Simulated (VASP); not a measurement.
# LiH (Pm-3m) in VASP: notebook, part 2 of 2

VASP 6.6.1.

### Step 3. G0W0 quasiparticle levels, PBE

File POSCAR:

```
LiH
1.0
    2.5016587117      0.0000000000      0.0000000000
    0.0000000000      2.5016587117      0.0000000000
    0.0000000000      0.0000000000      2.5016587117
Li H
1 1
Direct
    0.0000000000      0.0000000000      0.0000000000
    0.5000000000      0.5000000000      0.5000000000
```

File INCAR.step1:

```
PREC     = Accurate       # precision mode
ENCUT    = 500            # plane-wave cutoff, eV
EDIFF    = 1E-8           # SCF threshold, eV
ISMEAR   = 0              # smearing method
SIGMA    = 0.01           # smearing width, eV
LREAL    = False          # projectors in reciprocal space
LASPH    = True           # aspherical terms in the spheres
NELM     = 80             # most SCF steps
ALGO     = Normal         # electronic algorithm
LWAVE    = True           # write WAVECAR
LCHARG   = False          # write CHGCAR
GGA      = PE             # functional
```

File INCAR.step2:

```
PREC     = Accurate       # precision mode
ENCUT    = 500            # plane-wave cutoff, eV
EDIFF    = 1E-8           # SCF threshold, eV
ISMEAR   = 0              # smearing method
SIGMA    = 0.01           # smearing width, eV
LREAL    = False          # projectors in reciprocal space
LASPH    = True           # aspherical terms in the spheres
NELM     = 1              # most SCF steps
ALGO     = Exact          # electronic algorithm
LWAVE    = True           # write WAVECAR
LCHARG   = False          # write CHGCAR
GGA      = PE             # functional
NBANDS   = 36             # bands
LOPTICS  = True           # frequency-dependent dielectric function
ISTART   = 1
```

File INCAR.step3:

```
PREC     = Accurate       # precision mode
ENCUT    = 500            # plane-wave cutoff, eV
EDIFF    = 1E-8           # SCF threshold, eV
ISMEAR   = 0              # smearing method
SIGMA    = 0.01           # smearing width, eV
LREAL    = False          # projectors in reciprocal space
LASPH    = True           # aspherical terms in the spheres
ALGO     = EVGW0          # electronic algorithm
LWAVE    = False          # write WAVECAR
LCHARG   = False          # write CHGCAR
GGA      = PE             # functional
NELMGW   = 1            
NBANDS   = 36             # bands
ENCUTGW  = 100.0          # cutoff of the response function
NOMEGA   = 96             # frequency points
PRECFOCK = Fast         
ISTART   = 1            
NBANDSGW = 9            
OMEGAMAX = 20
```

File KPOINTS:

```
regular mesh
0
Gamma
  6 6 6
```

Potentials or basis: VASP PAW PBE potentials, release 64 (Li_GW, H_GW).

Launch:

```console
$ cat potpaw_PBE.64/Li_GW/POTCAR potpaw_PBE.64/H_GW/POTCAR > POTCAR
$ cp INCAR.step1 INCAR
$ mpirun -np 1 vasp_std > vasp.out
$ cp INCAR.step2 INCAR
$ mpirun -np 1 vasp_std > vasp.out
$ cp INCAR.step3 INCAR
$ mpirun -np 1 vasp_std > vasp.out
```

OUTCAR:

```text
PREC = Accurate
   ENCUT = 500
   EDIFF = 1E-8
   ISMEAR = 0
   LREAL = False
   LASPH = True
   GGA = PE
   NELMGW = 1
   ENCUTGW = 100.0
   PRECFOCK = Fast
   ISTART = 1

 ion  position               nearest neighbor table
   1  0.000  0.000  0.000-   2 2.17   2 2.17   2 2.17   2 2.17   2 2.17   2 2.17   2 2.17   2 2.17

   2  0.500  0.500  0.500-   1 2.17   1 2.17   1 2.17   1 2.17   1 2.17   1 2.17   1 2.17   1 2.17

  LATTYP: Found a simple cubic cell.
 ALAT       =     2.5016587117

  Lattice vectors:

 A1 = (   2.5016587117,   0.0000000000,   0.0000000000)
 A2 = (   0.0000000000,   2.5016587117,   0.0000000000)
 A3 = (   0.0000000000,   0.0000000000,   2.5016587117)

Analysis of symmetry for initial positions (statically):
=====================================================================
 Subroutine PRICEL returns:
 Original cell was already a primitive cell.

 Routine SETGRP: Setting up the symmetry group for a
 simple cubic supercell.

 Subroutine GETGRP returns: Found 48 space group operations
 (whereof 48 operations were pure point group operations)
 out of a pool of 48 trial point group operations.

The static configuration has the point symmetry O_h .

Analysis of symmetry for dynamics (positions and initial velocities):
=====================================================================
 Subroutine PRICEL returns:
 Original cell was already a primitive cell.

 Routine SETGRP: Setting up the symmetry group for a
 simple cubic supercell.

 Subroutine GETGRP returns: Found 48 space group operations
 (whereof 48 operations were pure point group operations)
 out of a pool of 48 trial point group operations.

The dynamic configuration has the point symmetry O_h .

 Subroutine INISYM returns: Found 48 space group operations
 (whereof 48 operations are pure point group operations),
 and found     1 'primitive' translations

----------------------------------------------------------------------------------------

                                     Primitive cell

  volume of cell :      15.6561

  direct lattice vectors                    reciprocal lattice vectors
     2.501658712  0.000000000  0.000000000     0.399734782  0.000000000  0.000000000
     0.000000000  2.501658712  0.000000000     0.000000000  0.399734782  0.000000000
     0.000000000  0.000000000  2.501658712     0.000000000  0.000000000  0.399734782

  length of vectors
     2.501658712  2.501658712  2.501658712     0.399734782  0.399734782  0.399734782

  position of ions in fractional coordinates (direct lattice)
     0.000000000  0.000000000  0.000000000
     0.500000000  0.500000000  0.500000000

  ion indices of the primitive-cell ions
   primitive index   ion index
                 1           1
                 2           2

----------------------------------------------------------------------------------------

 KPOINTS: regular mesh

Automatic generation of k-mesh.
 Grid dimensions read from file:
 generate k-points for:    6    6    6

 Generating k-lattice:

  Cartesian coordinates                     Fractional coordinates (reciprocal lattice)
     0.066622464  0.000000000  0.000000000     0.166666667  0.000000000  0.000000000
     0.000000000  0.066622464  0.000000000     0.000000000  0.166666667  0.000000000
     0.000000000  0.000000000  0.066622464     0.000000000  0.000000000  0.166666667

  Length of vectors
     0.066622464  0.066622464  0.066622464

  Shift w.r.t. Gamma in fractional coordinates (k-lattice)
     0.000000000  0.000000000  0.000000000

 Subroutine IBZKPT returns following result:
 ===========================================

 Found     20 irreducible k-points:

 Following reciprocal coordinates:
            Coordinates               Weight
  0.000000  0.000000  0.000000      1.000000
  0.166667  0.000000  0.000000      6.000000
  0.333333  0.000000  0.000000      6.000000
  0.500000  0.000000  0.000000      3.000000
  0.166667  0.166667  0.000000     12.000000
  0.333333  0.166667  0.000000     24.000000
[... 12 lines left out ...]
  0.500000  0.500000  0.333333      6.000000
  0.500000  0.500000  0.500000      1.000000
   k-points           NKPTS =     20   k-points in BZ     NKDIM =    216   number of bands    NBANDS=     36
   number of dos      NEDOS =    301   number of ions     NIONS =      2
   total plane-waves  NPLWV =   5832
   dimension x,y,z NGX =    18 NGY =   18 NGZ =   18
   dimension x,y,z NGXF=    36 NGYF=   36 NGZF=   36
   ions per type =               1   1
   NGX,Y,Z   is equivalent  to a cutoff of  11.96, 11.96, 11.96 a.u.
   NGXF,Y,Z  is equivalent  to a cutoff of  23.92, 23.92, 23.92 a.u.
 SYSTEM =  unknown system
   PREC   = accura    normal or accurate (medium, high low for compatibility)
   ISTART =      1    job   : 0-new  1-cont  2-samecut
   ICHARG =      0    charge: 1-file 2-atom 10-const
   ISPIN  =      1    spin polarized calculation?
   LNONCOLLINEAR =      F non collinear calculations
   LSORBIT =      F    spin-orbit coupling
   LASPH  =      T    aspherical Exc in radial PAW
   ENCUT  =  500.0 eV  36.75 Ry    6.06 a.u.   4.56  4.56  4.56*2*pi/ulx,y,z
   NELM   =     60;   NELMIN=  2; NELMDL=  0     # of ELM steps
   EDIFF  = 0.1E-07   stopping-criterion for ELM
   LREAL  =      F    real-space projection
   EDIFFG = 0.1E-06   stopping-criterion for IOM
   NSW    =      0    number of steps for IOM
   IBRION =     -1    ionic relax: 0-MD 1-quasi-New 2-CG
   NFREE  =      0    steps in history (QN), initial steepest desc. (CG)
   ISIF   =      0    stress and relaxation
   ISYM   =      3    0-nonsym 1-usesym 2-fastsym
   POTIM  = 0.5000    time-step for ionic-motion
   TEBEG  =    0.0;   TEEND  =   0.0 temperature during run
   PSTRESS=    0.0 pullay stress
   NELECT =       2.0000    total number of electrons
   NUPDOWN=      -1.0000    fix difference up-down
   EMIN   =  10.00;   EMAX   =-10.00  energy-range for DOS
   EFERMI =   0.00;   METHOD = LEGACY
   ISMEAR =     0;   SIGMA  =   0.01  broadening in eV -4-tet -1-fermi 0-gaus
   EFERMI_NEDOS =   21; number of points for ismear=-14 and -15
   IALGO  =     38    algorithm
   IMIX   =      4    mixing-type and parameters
     AMIX     =   0.40;   BMIX     =  1.00
     AMIX_MAG =   1.60;   BMIX_MAG =  1.00
  volume/ion in A,a.u.               =       7.83        52.83
  Fermi-wavevector in a.u.,A,eV,Ry     =   0.824499  1.558077  9.249220  0.679799
  Thomas-Fermi vector in A             =   1.936194
   LORBIT       =      0    0 simple, 1 ext, 2 COOP (PROOUT), +10 PAW based schemes
   GGA     = PE    functional components
   LHFCALC =     T    Hartree Fock is set to
   PRECFOCK=fast      Normal, Fast or Accurate (Low or Medium for compatibility)
   ENCUT4O =  -1.0   cutoff for four orbital integrals eV
   NKREDX  =     1    reduce k-point grid by
   NKREDY  =     1    reduce k-point grid by
   NKREDZ  =     1    reduce k-point grid by
   AEXX    =    1.0000 exact exchange contribution
   HFSCREEN=    0.0000 screening length (either q_TF or 0.3 A-1)
   HFSCREENC=   0.0000 screening length for correlation (either q_TF or 0.3 A-1)
   ENCUTFOCK=  -1.0 apply spherical cutoff to Coloumb kernel
   IVDW    =     0    specifies the selected vdW correction
   LEPSILON=     F    determine dielectric tensor
   LRPA    =     F    only Hartree local field effects (RPA)
   LRPAFORCE           =     F    calculate RPA forces
   ENCUTGW             = 100.0    cutoff for response function in eV
   ENCUTGWSOFT         =  80.0    soft cutoff for Coulomb kernel in GW response function in eV
   ENCUTLF             =  -1.0    cutoff for local field effects
   NELMGW              =     1    number of iterations in solving QP/BSE equation
   NELMHF              =     1    number of iterations in the inner HF iteration
   NKREDLFX            =     1    NKREDLFY  =   1   NKREDLFZ  =   1
 non-spin polarized calculation
 Gauss-broadening in eV      SIGMA  =   0.01
  energy-cutoff  :      500.00
  volume of cell :       15.66
 maximum number of plane-waves:       432
  NGX = 12; NGY = 12; NGZ = 12
   NGX =  9   NGY =  9   NGZ =  9
 maximum number of plane-waves:        40
 NGX is ok and might be reduce to    10

 QP shifts <psi_nk| G(iteration)W_0 |psi_nk>: iteration 1
 for sc-GW calculations column KS-energies equals QP-energies in previous step
 and V_xc(KS)=  KS-energies - (<T + V_ion + V_H > + <T+V_H+V_ion>^1  + <V_x>^1)

 k-point   1 :       0.0000    0.0000    0.0000
  band No.  KS-energies  QP-energies   sigma(KS)   V_xc(KS)     V^pw_x(r,r')   Z            occupation Imag(sigma)

      1      -8.1330      -9.3010     -11.1675      -9.4107     -15.2458       0.6648       2.0000       0.3184
      2      12.7095      13.4846      -6.7728      -7.8209      -1.5592       0.7395       0.0000      -0.5278
      3      12.7095      13.4846      -6.7728      -7.8209      -1.5592       0.7395       0.0000      -0.5278
      4      12.7095      13.4846      -6.7728      -7.8209      -1.5592       0.7395       0.0000      -0.5278
      5      13.2834      13.8672     -10.0540     -10.9063      -3.8260       0.6849       0.0000      -0.8473
      6      15.8463      16.0579      -7.0654      -7.3095      -1.2859       0.8667       0.0000      -1.6943
      7      15.8463      16.0579      -7.0654      -7.3095      -1.2859       0.8667       0.0000      -1.6943
      8      32.4343      34.5635      -6.7001      -9.3330      -1.3392       0.8087       0.0000      -1.9044
      9      32.4343      34.5635      -6.7001      -9.3330      -1.3392       0.8087       0.0000      -1.9044
[... 238 lines left out ...]
      1       0.7538      -0.0851     -13.4458     -12.3577     -14.6446       0.7710       2.0000       0.0351
      2       7.1468       7.8436      -6.1774      -7.1229      -1.3204       0.7369       0.0000      -0.1552
      3       7.1468       7.8436      -6.1774      -7.1229      -1.3204       0.7369       0.0000      -0.1552
      4       7.1468       7.8436      -6.1774      -7.1229      -1.3204       0.7369       0.0000      -0.1552
      5       9.4942       9.9903      -7.5896      -8.2399      -3.0159       0.7627       0.0000      -0.3052
      6       9.4942       9.9903      -7.5896      -8.2399      -3.0159       0.7627       0.0000      -0.3052
      7       9.4942       9.9903      -7.5896      -8.2399      -3.0159       0.7627       0.0000      -0.3052
      8      22.2975      23.1305      -6.3978      -7.4134      -0.6622       0.8201       0.0000      -1.5998
      9      45.7332      49.2320      -6.8947     -10.8595      -1.9186       0.8825       0.0000      -3.9319
```

Wall time 1.7 min (1 thread of Intel Xeon Platinum 8259CL at 2.50GHz (Skylake/Cascade Lake), shared host); peak memory 0.21 GiB.

Results:

```
Quasiparticle gap                                   : 2.03 eV
Least direct quasiparticle gap                      : 5.99 eV
Band gap of the starting levels on the mesh         : 0.67 eV
Least direct gap of the starting levels on the mesh : 4.21 eV
```

Caveat: the k points lie up to 0.42 Å⁻¹ apart; bands, screening cutoff and mesh are small and nothing is extrapolated, so the quasiparticle values aren't converged; the structure was generated, so it needn't be the stable form of LiH.
